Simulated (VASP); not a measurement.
# MgGe5N in VASP: single point with PBE

Aim: the single point of MgGe5N with PBE.

Program: VASP 6.6.1. These are calculated values, not measurements. Logs are shortened: lines on timing, memory, paths and dates and some standing lists are left out, and cuts for length are marked.

## 1. The cell of the first run

The typed cell holds 7 atoms: a = 6.345 Å, b = 6.345 Å, c = 3.900 Å, α = 90.00°, β = 90.00°, γ = 90.00°.

The cell was generated, and may not be a known phase.

## 2. Single point, PBE

INCAR

```
SYSTEM = MgGe5N
ALGO = Normal
EDIFF = 1E-6
ENCUT = 520
GGA = PE
ISIF = 2
ISMEAR = 0
LASPH = .True.
LCHARG = .True.
LELF = .True.
LREAL = .False.
LVHAR = .True.
LWAVE = .False.
NBANDS = 48
NELM = 60
PREC = Accurate
SIGMA = 0.2
```

KPOINTS

```
k-points
0
Gamma
  3 3 3
  0 0 0
```

POSCAR

```
MgGe5N
1.0
    6.3449092870      0.0000000000      0.0000000000
    0.0000000000      6.3449092870      0.0000000000
    0.0000000000      0.0000000000      3.8997631987
Mg Ge N
1 5 1
Direct
    0.0000000000      0.0000000000      0.8349427564
    0.1953590846      0.5000000000      0.3348610762
    0.8046409154      0.5000000000      0.3348610762
    0.5000000000      0.1953590846      0.3348610762
    0.5000000000      0.8046409154      0.3348610762
    0.5000000000      0.5000000000      0.8348853460
    0.0000000000      0.0000000000      0.3349428727
```

Potentials or basis: VASP PAW PBE potentials, release 64 (Mg, Ge_d, N).

Run with:

```bash
$ cat potpaw_PBE.64/Mg/POTCAR potpaw_PBE.64/Ge_d/POTCAR potpaw_PBE.64/N/POTCAR > POTCAR
$ mpirun -np 1 vasp_std > vasp.out
```

OUTCAR:

```text
SYSTEM = MgGe5N
   EDIFF = 1E-6
   ENCUT = 520
   GGA = PE
   ISIF = 2
   ISMEAR = 0
   LASPH = .True.
   LREAL = .False.
   NELM = 60
   PREC = Accurate

 ion  position               nearest neighbor table
   1  0.000  0.000  0.835-   7 1.95   7 1.95
   2  0.195  0.500  0.335-   3 2.48   4 2.73   5 2.73   6 2.75   6 2.75
   3  0.805  0.500  0.335-   2 2.48   4 2.73   5 2.73   6 2.75   6 2.75
   4  0.500  0.195  0.335-   5 2.48   3 2.73   2 2.73   6 2.75   6 2.75
   5  0.500  0.805  0.335-   4 2.48   3 2.73   2 2.73   6 2.75   6 2.75
   6  0.500  0.500  0.835-   2 2.75   3 2.75   4 2.75   5 2.75   2 2.75   3 2.75   4 2.75   5 2.75

   7  0.000  0.000  0.335-   1 1.95   1 1.95

  LATTYP: Found a simple tetragonal cell.
 ALAT       =     6.3449092870
 C/A-ratio  =     0.6146286767

  Lattice vectors:

 A1 = (   6.3449092870,   0.0000000000,   0.0000000000)
 A2 = (   0.0000000000,   6.3449092870,   0.0000000000)
 A3 = (   0.0000000000,   0.0000000000,   3.8997631987)

Analysis of symmetry for initial positions (statically):
=====================================================================
 Subroutine PRICEL returns:
 Original cell was already a primitive cell.

 Routine SETGRP: Setting up the symmetry group for a
 simple tetragonal supercell.

 Subroutine GETGRP returns: Found  8 space group operations
 (whereof  8 operations were pure point group operations)
 out of a pool of 16 trial point group operations.

The static configuration has the point symmetry C_4v.

Analysis of symmetry for dynamics (positions and initial velocities):
=====================================================================
 Subroutine PRICEL returns:
 Original cell was already a primitive cell.

 Routine SETGRP: Setting up the symmetry group for a
 simple tetragonal supercell.

 Subroutine GETGRP returns: Found  8 space group operations
 (whereof  8 operations were pure point group operations)
 out of a pool of 16 trial point group operations.

The dynamic configuration has the point symmetry C_4v.

 Subroutine INISYM returns: Found  8 space group operations
 (whereof  8 operations are pure point group operations),
 and found     1 'primitive' translations

----------------------------------------------------------------------------------------

                                     Primitive cell
[... 83 lines left out ...]
   LREAL  =      F    real-space projection
   EDIFFG = 0.1E-04   stopping-criterion for IOM
   NSW    =      0    number of steps for IOM
   IBRION =     -1    ionic relax: 0-MD 1-quasi-New 2-CG
   NFREE  =      0    steps in history (QN), initial steepest desc. (CG)
   ISIF   =      2    stress and relaxation
   ISYM   =      2    0-nonsym 1-usesym 2-fastsym
   POTIM  = 0.5000    time-step for ionic-motion
   TEBEG  =    0.0;   TEEND  =   0.0 temperature during run
   PSTRESS=    0.0 pullay stress
   NELECT =      77.0000    total number of electrons
   NUPDOWN=      -1.0000    fix difference up-down
   EMIN   =  10.00;   EMAX   =-10.00  energy-range for DOS
   EFERMI =   0.00;   METHOD = LEGACY
   ISMEAR =     0;   SIGMA  =   0.20  broadening in eV -4-tet -1-fermi 0-gaus
   EFERMI_NEDOS =   21; number of points for ismear=-14 and -15
   IALGO  =     38    algorithm
   IMIX   =      4    mixing-type and parameters
     AMIX     =   0.40;   BMIX     =  1.00
     AMIX_MAG =   1.60;   BMIX_MAG =  1.00
  volume/ion in A,a.u.               =      22.43       151.35
  Fermi-wavevector in a.u.,A,eV,Ry     =   1.291047  2.439725 22.678222  1.666802
  Thomas-Fermi vector in A             =   2.422841
   LORBIT       =      0    0 simple, 1 ext, 2 COOP (PROOUT), +10 PAW based schemes
   GGA     = PE    functional components
   LHFCALC =     F    Hartree Fock is set to
   AEXX    =    0.0000 exact exchange contribution
   IVDW    =     0    specifies the selected vdW correction
   LEPSILON=     F    determine dielectric tensor
   LRPA    =     F    only Hartree local field effects (RPA)
 non-spin polarized calculation
 Gauss-broadening in eV      SIGMA  =   0.20
  energy-cutoff  :      520.00
  volume of cell :      157.00
 maximum number of plane-waves:      4247
 NGX is ok and might be reduce to    48
   NGX = 23   NGY = 23   NGZ = 15

 number of electron      77.0000048 magnetization

 Free energy of the ion-electron system (eV)
  ---------------------------------------------------
  ext. energy  EPLUGINS =         0.00000000
  ---------------------------------------------------
  free energy    TOTEN  =       -28.73563802 eV

  energy without entropy =      -28.68389389  energy(sigma->0) =      -28.70976595

 E-fermi :   3.4515     XC(G=0):  -9.4575

 val. band max:        3.3399800132   @ k =   0.3333   0.0000   0.0000
 cond. band min:       3.4741087039   @ k =   0.3333   0.0000   0.0000
 fundamental gap:      0.1341286907
 Fermi energy:         3.4515106833

 k-point     1 :       0.0000    0.0000    0.0000
  band No.  band energies     occupation
      1     -21.2848      2.00000
      2     -21.2520      2.00000
      3     -21.2520      2.00000
      4     -21.2066      2.00000
      5     -21.1843      2.00000
      6     -21.1601      2.00000
[... 295 lines left out ...]
     47       8.6215      0.00000
     48       8.6940      0.00000

------------------------ aborting loop because EDIFF is reached ----------------------------------------

  FORCE on cell =-STRESS in cart. coord.  units (eV):
  Direction    XX          YY          ZZ          XY          YZ          ZX
  --------------------------------------------------------------------------------------
  -------------------------------------------------------------------------------------
  Total       -0.0539853     -0.0539853     -0.0825805      0.0000000      0.0000000      0.0000000
  in kB       -0.5509310     -0.5509310     -0.8427507      0.0000000      0.0000000      0.0000000
  external PRESSURE =      -0.6482042 kB  Pullay stress =       0.0000000 kB

 VOLUME and BASIS-vectors are now :
 -----------------------------------------------------------------------------
  energy-cutoff  :      520.00
  volume of cell :      157.00
      direct lattice vectors                 reciprocal lattice vectors
     6.344909287  0.000000000  0.000000000     0.157606666  0.000000000  0.000000000
     0.000000000  6.344909287  0.000000000     0.000000000  0.157606666  0.000000000
     0.000000000  0.000000000  3.899763199     0.000000000  0.000000000  0.256425826

 POSITION                                       TOTAL-FORCE (eV/Angst)
 -----------------------------------------------------------------------------------
      0.00000      0.00000      3.25608         0.000000      0.000000      0.000747
      1.23954      3.17245      1.30588         0.003029      0.000000      0.000084
      5.10537      3.17245      1.30588        -0.003029      0.000000      0.000084
      3.17245      1.23954      1.30588         0.000000      0.003029      0.000084
      3.17245      5.10537      1.30588        -0.000000     -0.003029      0.000084
      3.17245      3.17245      3.25586         0.000000     -0.000000     -0.001390
      0.00000      0.00000      1.30620         0.000000      0.000000      0.000307
 -----------------------------------------------------------------------------------
    total drift:                                0.000000     -0.000000     -0.004494

  FREE ENERGIE OF THE ION-ELECTRON SYSTEM (eV)
  ---------------------------------------------------
  free  energy   TOTEN  =       -28.7356380163 eV

  energy  without entropy=      -28.6838938932  energy(sigma->0) =      -28.70976595
```

OSZICAR:

```text
N       E                     dE             d eps       ncg     rms          rms(c)
DAV:   1     0.890775662369E+03    0.89078E+03   -0.35989E+04   704   0.390E+03
DAV:   2     0.148107462081E+03   -0.74267E+03   -0.71053E+03   576   0.108E+03
DAV:   3    -0.173954842637E+02   -0.16550E+03   -0.15959E+03   648   0.247E+02
DAV:   4    -0.331139542947E+02   -0.15718E+02   -0.15573E+02   680   0.821E+01
DAV:   5    -0.336029234022E+02   -0.48897E+00   -0.48865E+00   640   0.166E+01    0.121E+01
DAV:   6    -0.322265131120E+02    0.13764E+01   -0.69328E+01   744   0.161E+01    0.141E+01
DAV:   7    -0.288632154802E+02    0.33633E+01   -0.12704E+01   704   0.771E+00    0.292E+00
DAV:   8    -0.287686976864E+02    0.94518E-01   -0.13947E+00   624   0.530E+00    0.156E+00
DAV:   9    -0.287440985706E+02    0.24599E-01   -0.21521E-01   704   0.198E+00    0.921E-01
DAV:  10    -0.287349577265E+02    0.91408E-02   -0.72084E-02   712   0.120E+00    0.177E-01
DAV:  11    -0.287354499923E+02   -0.49227E-03   -0.57026E-03   624   0.714E-01    0.139E-01
DAV:  12    -0.287356680566E+02   -0.21806E-03   -0.14773E-03   632   0.297E-01    0.274E-02
DAV:  13    -0.287356525837E+02    0.15473E-04   -0.33391E-04   720   0.228E-01    0.389E-02
DAV:  14    -0.287356378438E+02    0.14740E-04   -0.70986E-05   648   0.101E-01    0.117E-02
DAV:  15    -0.287356380087E+02   -0.16493E-06   -0.14390E-05   664   0.469E-02    0.259E-03
DAV:  16    -0.287356380163E+02   -0.75979E-08   -0.12156E-06   392   0.224E-02
   1 F= -.28735638E+02 E0= -.28709766E+02  d E =-.517441E-01
```

stdout:

```text
POSCAR found type information on POSCAR MgGeN
 POSCAR found :  3 types and       7 ions
 scaLAPACK will be used
 LDA part: xc-table for (Slater+PW92), standard interpolation
 POSCAR, INCAR and KPOINTS ok, starting setup
 FFT: planning ... GRIDC
 FFT: planning ... GRID_SOFT
 FFT: planning ... GRID
 WAVECAR not read
 entering main loop
```

Run time: 94 s. Hardware: 1 thread of Intel Xeon 8259CL, shared host; peak memory 0.26 GiB.

Results:

- Free energy: -28.7356 eV
- Pressure: -0.1 GPa
- Largest force: 0.003 eV/Å
- Band gap on the k mesh: zero (an odd number of electrons rules out a gap without spin polarisation)

Forces on the atoms (eV/Å):
```
Mg   0.000  0.000  0.001
Ge   0.003  0.000  0.000
Ge  -0.003  0.000  0.000
Ge   0.000  0.003  0.000
Ge   0.000 -0.003  0.000
Ge   0.000  0.000 -0.001
N    0.000  0.000  0.000
```

Caveat: the k points lie up to 0.54 Å⁻¹ apart, too coarse for converged energies and pressures of a metal; an odd number of electrons without spin polarisation forces a metal; a magnetic or distorted state may lie lower.

The gap in the log of VASP goes by the Fermi energy; the results here count the filled bands.